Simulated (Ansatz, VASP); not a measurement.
Given: the input of a run of Ansatz 0.2.0 on PbSe.

The input input.yaml:

```yaml
crystal:
  lattice:
    - [0.0, 2.9981702236, 2.9981702236]
    - [2.9981702236, 0.0, 2.9981702236]
    - [2.9981702236, 2.9981702236, 0.0]
  atoms:
    - { symbol: Pb, position: [0.0, 0.0, 0.0] }
    - { symbol: Se, position: [0.5, 0.5, 0.5] }
hamiltonian:
  xc: { exchange: pbe, correlation: pbe, exx: { coeff: 0.25, omega: 0.3 } }
  pseudopotentials: { kind: paw }
kpoints:
  mp_grid: { grid: [4, 4, 4] }
scf:
  occupations: { method: fermi_dirac, width: 0.05 }
output:
  forces: true
  stress: true
  eigenvalues: true
```

Potentials or basis: Ansatz PAW.

Launch:

```bash
$ ansatz run input.yaml --threads 2 --pin off --max-ram 5632MiB --backend cpu --events-out ev --progress --plain --runs-dir out
```

Task: Translate it to VASP 6.6.1. Potentials there: VASP PAW PBE potentials, release 64 (Pb_d, Se).

Result: As run (the cutoff follows the program's own potentials):

POSCAR

```
PbSe
1.0
    0.0000000000      2.9981702236      2.9981702236
    2.9981702236      0.0000000000      2.9981702236
    2.9981702236      2.9981702236      0.0000000000
Pb Se
1 1
Direct
    0.0000000000      0.0000000000      0.0000000000
    0.5000000000      0.5000000000      0.5000000000
```

File INCAR.step1:

```
SYSTEM = PbSe
  ALGO = Normal
  EDIFF = 1E-5
  ENCUT = 520
  GGA = PE
  ISIF = 2
  ISMEAR = -1
  LASPH = .TRUE.
  LREAL = .FALSE.
  LWAVE = .TRUE.
  NBANDS = 17
  NELM = 80
  PREC = Accurate
  SIGMA = 0.05
```

INCAR.step2

```
SYSTEM = PbSe
  AEXX = 0.25
  ALGO = Normal
  EDIFF = 1E-6
  ENCUT = 520
  GGA = PE
  HFSCREEN = 0.3
  ISIF = 2
  ISMEAR = -1
  ISTART = 1
  LASPH = .TRUE.
  LCHARG = .TRUE.
  LELF = .TRUE.
  LHFCALC = .TRUE.
  LREAL = .FALSE.
  LVHAR = .TRUE.
  LWAVE = .FALSE.
  NBANDS = 17
  NELM = 80
  PREC = Accurate
  PRECFOCK = Normal
  SIGMA = 0.05
```

Contents of KPOINTS:

```
k-points
0
G
  4 4 4
  0 0 0
```

Potentials or basis: VASP PAW PBE potentials, release 64 (Pb_d, Se).

Command:

```sh
$ cat potpaw_PBE.64/Pb_d/POTCAR potpaw_PBE.64/Se/POTCAR > POTCAR
$ cp INCAR.step1 INCAR
$ mpirun -np 1 vasp_std > vasp.out
$ cp INCAR.step2 INCAR
$ mpirun -np 1 vasp_std > vasp.out
```

Both were run:

|  | VASP | Ansatz | Ansatz less VASP |
| --- | --- | --- | --- |
| gap on the k mesh at the Fermi level (eV) | 0.33 | 0.31 | -0.014 |
| least direct gap on the mesh (eV) | 0.33 | 0.31 | -0.014 |
| pressure (GPa) | 5.3 | 5.4 | +0.09 |

VASP's potentials were made for PBE, not for PBE-based screened hybrid. VASP's potentials hold 20 valence electrons a cell and Ansatz's 30, so a difference there can come from the potentials and not from the codes.

The k mesh is coarse, so the values compare programs but aren't converged. Neither program's run includes spin-orbit coupling.
